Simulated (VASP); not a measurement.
## HfO2: single point with PBE+D4+U

HfO2:

```
Hf O
1.0
     0.04492    2.56089    2.59498
     2.59600    0.04996    2.58994
     2.59532    2.55517    0.05065
Hf O
1 2
Direct
  0.00000 0.00000 0.00000
  0.75067 0.75134 0.75136
  0.24933 0.24866 0.24864
```

This cell differs from its parent crystal: the cell strained at random.

* Program: VASP 6.6.1
* Task: single point
* Functional: PBE
* Dispersion: D4
* Potentials or basis: VASP PAW PBE potentials, release 64 (Hf_pv, O)
* Cutoff: 520 eV
* k mesh: 7 × 7 × 7
* Occupations: fermi-dirac, width 0.1 eV
* Spin: collinear spin, zero start
* Starting moments: [0.0, 0.0, 0.0] μB
* Hubbard terms: Hf d U = 3.5 eV
* Dipole correction: no
* Further INCAR settings: ALGO = Normal; EDIFF = 1e-06; NBANDS = 22

```
Pressure                                              : 0.2 GPa
Largest force                                         : 0.016 eV/Å
Band gap on the k mesh                                : 4.24 eV (least direct gap 4.40 eV)
Net moment                                            : 0.00 μB per cell
Valence electrons inside the program's atomic spheres : Hf 8.06; O 5.12
Dispersion energy per atom                            : -0.189 eV
```

Forces on the atoms (eV/Å):
```
Hf   0.000  0.000  0.000
O    0.010  0.009  0.008
O   -0.010 -0.009 -0.008
```

Stress tensor (GPa, compression positive):
```
-2.52 -1.26 -1.30
-1.26  4.55 -1.60
-1.30 -1.60 -1.45
```

Levels at points of the mesh, in eV from the valence-band top:
Spin up:
| k point | band 8 | band 9 | band 10 | band 11 | band 12 | band 13 | band 14 | band 15 |
| --- | --- | --- | --- | --- | --- | --- | --- | --- |
| (0.00, 0.00, 0.00) | -4.99 | -0.72 | -0.67 | -0.49 | 4.54 | 4.67 | 5.46 | 10.40 |
Spin down:
| k point | band 8 | band 9 | band 10 | band 11 | band 12 | band 13 | band 14 | band 15 |
| --- | --- | --- | --- | --- | --- | --- | --- | --- |
| (0.00, 0.00, 0.00) | -4.99 | -0.72 | -0.67 | -0.49 | 4.54 | 4.67 | 5.46 | 10.40 |

Eigenvalues of the final occupation matrices:
```
    site  spin  trace               eigenvalues
site 1 d     1   0.62  0.05 0.05 0.16 0.17 0.18
site 1 d     2   0.62  0.05 0.05 0.16 0.17 0.18
```

It took 3.8 min on 1 thread of Intel(R) Xeon(R) Platinum 8488C (Sapphire Rapids) (shared host), peak memory 0.3 GiB.

Caveat: the cell differs from its parent crystal (the cell strained at random); spin-orbit coupling is left out, which moves the levels of the heavy elements; an odd mesh through Γ misses points on the zone boundary, where band edges can lie.
